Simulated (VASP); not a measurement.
Wanted: the native input for a VASP 6.6.1 run.

| Item | Value |
| --- | --- |
| Task | single point |
| Functional | PBEsol |
| Potentials or basis | VASP PAW PBE potentials, release 64 (Ti_sv, O) |
| Cutoff | 520 eV |
| k mesh | 6 × 6 × 8 |
| Occupations | gaussian, width 0.1 eV |
| Spin | no spin polarisation |
| Dipole correction | no |
| Further INCAR settings | ALGO = Normal; EDIFF = 1e-06; NBANDS = 36 |

The structure of TiO lies in POSCAR:

```
TiO
1.0
    4.9562585592     -0.0000000859     -0.0000003073
   -2.4781293539      4.2922485022      0.0000004016
   -0.0000001770      0.0000001649      2.8385671976
Ti O
3 3
Direct
    0.6632095207      0.3303189776      0.5079057999
    0.3298761814      0.6636531164      0.5079063084
   -0.0034559106     -0.0030138630      0.0079037927
    0.6017029068      0.6021457063      0.0079053308
    0.3913847662     -0.0030139374      0.0079058438
   -0.0034558331      0.3918268973      0.0079045180
```

The input as run:

INCAR

```
SYSTEM = TiO
PREC = Accurate
ENCUT = 520
EDIFF = 1E-6
ISMEAR = 0
SIGMA = 0.1
LREAL = .FALSE.
LASPH = .TRUE.
NELM = 100
ALGO = Normal
ISIF = 2
LWAVE = .FALSE.
LCHARG = .FALSE.
GGA = PS
NBANDS = 36
```

KPOINTS

```
Automatic mesh
0
G
  6 6 8
  0 0 0
```

Potentials or basis: VASP PAW PBE potentials, release 64 (Ti_sv, O).

Launch:

```console
$ cat potpaw_PBE.64/Ti_sv/POTCAR potpaw_PBE.64/O/POTCAR > POTCAR
$ mpirun -np 1 vasp_std > vasp.out
```

It gave:

```
Pressure               : 0.8 GPa
Largest force          : 0.011 eV/Å
Band gap on the k mesh : zero (band 27 reaches 11.58 eV, above the bottom of band 28 at 10.04 eV)
```

Caveat: the PAW data sets were made with another functional, which shifts forces and pressure a little; semilocal functionals often make such compounds metallic where correlation or magnetic order opens a gap, which also shifts bond lengths.

Wall time 97 s on 1 thread of AMD EPYC 9R45 (Zen 5), with other jobs on the host, peak memory 0.17 GiB.
